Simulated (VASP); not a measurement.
# TiPt3 (Pm-3m) in VASP: a series of runs, part 2 of 2

VASP 6.6.1. Earlier steps stand in the parts before.

## Step 3: Single point, r2SCAN

This run uses another cell than the first one, of 14.16 Å³/atom, 0.921 times its volume.

The input, POSCAR:

```
TiPt3
1.0
    3.8407632500      0.0000000000      0.0000000000
    0.0000000000      3.8407632500      0.0000000000
    0.0000000000      0.0000000000      3.8407632500
Ti Pt
1 3
Direct
    0.0000000000      0.0000000000      0.0000000000
    0.0000000000      0.5000000000      0.5000000000
    0.5000000000      0.0000000000      0.5000000000
    0.5000000000      0.5000000000      0.0000000000
```

The input, INCAR.step1:

```
SYSTEM = TiPt3
PREC = Accurate
ENCUT = 520
ISMEAR = -1
SIGMA = 0.1
LREAL = .FALSE.
LASPH = .TRUE.
NELM = 60
NBANDS = 29
GGA = PE
ALGO = Normal
EDIFF = 1E-4
LWAVE = .TRUE.
LCHARG = .FALSE.
```

The input, INCAR.step2:

```
SYSTEM = TiPt3
PREC = Accurate
ENCUT = 520
EDIFF = 1E-6
ISMEAR = -1
SIGMA = 0.1
LREAL = .FALSE.
LASPH = .TRUE.
NELM = 60
ALGO = Normal
ISIF = 2
LWAVE = .FALSE.
LCHARG = .FALSE.
METAGGA = R2SCAN
LMIXTAU = .TRUE.
NBANDS = 29
ISTART = 1
```

The input, KPOINTS:

```
Automatic mesh
0
G
  9 9 9
  0 0 0
```

Potentials or basis: VASP PAW PBE potentials, release 64 (Ti_sv, Pt).

Launch:

```
$ cat potpaw_PBE.64/Ti_sv/POTCAR potpaw_PBE.64/Pt/POTCAR > POTCAR
$ cp INCAR.step1 INCAR
$ mpirun -np 1 vasp_std > vasp.out
$ cp INCAR.step2 INCAR
$ mpirun -np 1 vasp_std > vasp.out
```

OUTCAR:

```text
SYSTEM = TiPt3
   PREC = Accurate
   ENCUT = 520
   EDIFF = 1E-6
   ISMEAR = -1
   LREAL = .FALSE.
   LASPH = .TRUE.
   NELM = 60
   ISIF = 2
   METAGGA = R2SCAN
   ISTART = 1

 ion  position               nearest neighbor table
   1  0.000  0.000  0.000-   2 2.72   3 2.72   4 2.72   2 2.72   3 2.72   2 2.72   4 2.72   2 2.72
                             3 2.72   4 2.72   3 2.72   4 2.72
   2  0.000  0.500  0.500-   1 2.72   3 2.72   4 2.72   1 2.72   4 2.72   1 2.72   3 2.72   1 2.72
                             3 2.72   4 2.72   4 2.72   3 2.72
[... 967 lines left out ...]
 [... further k-points ...]
[... 5 lines left out ...]
  --------------------------------------------------------------------------------------
  -------------------------------------------------------------------------------------
  Total        6.9832207      6.9832207      6.9832207      0.0000000      0.0000000      0.0000000
  in kB      197.4757352    197.4757352    197.4757352      0.0000000      0.0000000      0.0000000
  external PRESSURE =     197.4757352 kB  Pullay stress =       0.0000000 kB

 VOLUME and BASIS-vectors are now :
 -----------------------------------------------------------------------------
  energy-cutoff  :      520.00
  volume of cell :       56.66
      direct lattice vectors                 reciprocal lattice vectors
     3.840763250  0.000000000  0.000000000     0.260364916  0.000000000  0.000000000
     0.000000000  3.840763250  0.000000000     0.000000000  0.260364916  0.000000000
     0.000000000  0.000000000  3.840763250     0.000000000  0.000000000  0.260364916

 POSITION                                       TOTAL-FORCE (eV/Angst)
 -----------------------------------------------------------------------------------
      0.00000      0.00000      0.00000         0.000000      0.000000      0.000000
      0.00000      1.92038      1.92038         0.000000      0.000000      0.000000
      1.92038      0.00000      1.92038         0.000000      0.000000      0.000000
      1.92038      1.92038      0.00000         0.000000      0.000000      0.000000
 -----------------------------------------------------------------------------------
    total drift:                                0.000000      0.000000     -0.000000

  FREE ENERGIE OF THE ION-ELECTRON SYSTEM (eV)
  ---------------------------------------------------
  free  energy   TOTEN  =      -170.9466350767 eV

  energy  without entropy=     -170.8935804138  energy(sigma->0) =     -170.92010775
```

OSZICAR.step1:

```text
N       E                     dE             d eps       ncg     rms          rms(c)
DAV:   1     0.372961014348E+03    0.37296E+03   -0.20942E+04  2030   0.157E+03
DAV:   2    -0.634233715919E+01   -0.37930E+03   -0.36034E+03  2163   0.401E+02
DAV:   3    -0.312635634282E+02   -0.24921E+02   -0.23787E+02  2501   0.996E+01
DAV:   4    -0.320891798084E+02   -0.82562E+00   -0.82289E+00  2479   0.169E+01
DAV:   5    -0.321146658174E+02   -0.25486E-01   -0.25483E-01  2484   0.295E+00    0.252E+01
DAV:   6    -0.304595115695E+02    0.16552E+01   -0.95591E+00  2180   0.275E+01    0.138E+01
DAV:   7    -0.302327137732E+02    0.22680E+00   -0.17343E+01  2558   0.280E+01    0.118E+01
DAV:   8    -0.293540721795E+02    0.87864E+00   -0.99309E-01  2136   0.992E+00    0.434E+00
DAV:   9    -0.293279760881E+02    0.26096E-01   -0.11431E+00  2881   0.636E+00    0.287E+00
DAV:  10    -0.292522633555E+02    0.75713E-01   -0.26840E-01  2348   0.386E+00    0.386E-01
DAV:  11    -0.292575274529E+02   -0.52641E-02   -0.95475E-03  2359   0.781E-01    0.737E-01
DAV:  12    -0.292522518273E+02    0.52756E-02   -0.17079E-02  2577   0.890E-01    0.201E-02
DAV:  13    -0.292522700286E+02   -0.18201E-04   -0.23668E-04  1942   0.110E-01
   1 F= -.29252270E+02 E0= -.29221843E+02  d E =-.608545E-01
```

Wall time 4.1 min (1 thread of Intel Xeon Platinum 8488C (Sapphire Rapids), shared host); peak memory 0.2 GiB.

What came out:

```
Free energy            : -170.9466 eV
Pressure               : 19.7 GPa
Band gap on the k mesh : zero (band 21 reaches 14.18 eV, above the bottom of band 22 at 12.40 eV)
```

Caveat: the PAW data sets were made with another functional, which shifts forces and pressure a little; spin-orbit coupling is left out, which moves the levels of the heavy elements.

## Step 4: Single point, r2SCAN

This run uses another cell than the first one, of 14.47 Å³/atom, 0.940 times its volume.

The input, POSCAR:

```
TiPt3
1.0
    3.8678117700      0.0000000000      0.0000000000
    0.0000000000      3.8678117700      0.0000000000
    0.0000000000      0.0000000000      3.8678117700
Ti Pt
1 3
Direct
    0.0000000000      0.0000000000      0.0000000000
    0.0000000000      0.5000000000      0.5000000000
    0.5000000000      0.0000000000      0.5000000000
    0.5000000000      0.5000000000      0.0000000000
```

The input, INCAR.step1:

```
SYSTEM = TiPt3
PREC     = Accurate       ! precision mode
ENCUT    = 520            ! plane-wave cutoff, eV
ISMEAR   = -1             ! smearing method
SIGMA    = 0.1            ! smearing width, eV
LREAL    = .FALSE.        ! projectors in reciprocal space
LASPH    = .TRUE.         ! aspherical terms in the spheres
NELM     = 100            ! most SCF steps
NBANDS   = 29             ! bands
GGA      = PE             ! functional
ALGO     = Normal         ! electronic algorithm
EDIFF    = 1E-4           ! SCF threshold, eV
LWAVE    = .TRUE.         ! write WAVECAR
LCHARG   = .FALSE.        ! write CHGCAR
```

The input, INCAR.step2:

```
SYSTEM = TiPt3
PREC     = Accurate       ! precision mode
ENCUT    = 520            ! plane-wave cutoff, eV
EDIFF    = 1E-7           ! SCF threshold, eV
ISMEAR   = -1             ! smearing method
SIGMA    = 0.1            ! smearing width, eV
LREAL    = .FALSE.        ! projectors in reciprocal space
LASPH    = .TRUE.         ! aspherical terms in the spheres
NELM     = 100            ! most SCF steps
ALGO     = Normal         ! electronic algorithm
ISIF     = 2              ! what is computed and relaxed
LWAVE    = .FALSE.        ! write WAVECAR
LCHARG   = .FALSE.        ! write CHGCAR
METAGGA  = R2SCAN         ! meta-GGA
LMIXTAU  = .TRUE.       
NBANDS   = 29             ! bands
ISTART   = 1
```

KPOINTS is that of step 3.

Launch:

```
$ cat potpaw_PBE.64/Ti_sv/POTCAR potpaw_PBE.64/Pt/POTCAR > POTCAR
$ cp INCAR.step1 INCAR
$ mpirun -np 1 vasp_std > vasp.out
$ cp INCAR.step2 INCAR
$ mpirun -np 1 vasp_std > vasp.out
```

Wall time 3 min (1 thread of Intel Xeon Platinum 8488C (Sapphire Rapids), shared host); peak memory 0.2 GiB.

Results (log left out):

| Item | Value |
| --- | --- |
| Free energy | -171.0687 eV |
| Pressure | 12.7 GPa |
| Band gap on the k mesh | zero (band 21 reaches 13.74 eV, above the bottom of band 22 at 12.02 eV) |

Levels at points of the mesh, in eV from the Fermi level:
| k point | band 19 | band 20 | band 21 | band 22 | band 23 | band 24 |
| --- | --- | --- | --- | --- | --- | --- |
| (0.00, 0.00, 0.00) | 0.08 | 0.08 | 1.59 | 1.59 | 1.64 | 1.64 |

Caveat: the PAW data sets were made with another functional, which shifts forces and pressure a little; spin-orbit coupling is left out, which moves the levels of the heavy elements.

## Step 5: Summary

```csv
level,cell,k mesh,gap on the mesh (eV),pressure (GPa)
PBE,"a = 3.948 Å, 4 atoms",8 × 8 × 8,none,-0.4
r2SCAN,"a = 3.841 Å, 4 atoms",9 × 9 × 9,none,19.7
r2SCAN,"a = 3.868 Å, 4 atoms",9 × 9 × 9,none,12.7
```

Alike in all rows: task single point; potentials or basis VASP PAW PBE potentials, release 64 (Ti_sv, Pt); no spin polarisation; cutoff (eV) 520; smearing fermi-dirac 0.1 eV.

Caveats: spin-orbit coupling is left out, which moves the levels of the heavy elements; the PAW data sets were made with another functional, which shifts forces and pressure a little (some runs).

Total energies depend on the potentials used, so only differences within one code and one set of settings carry meaning.
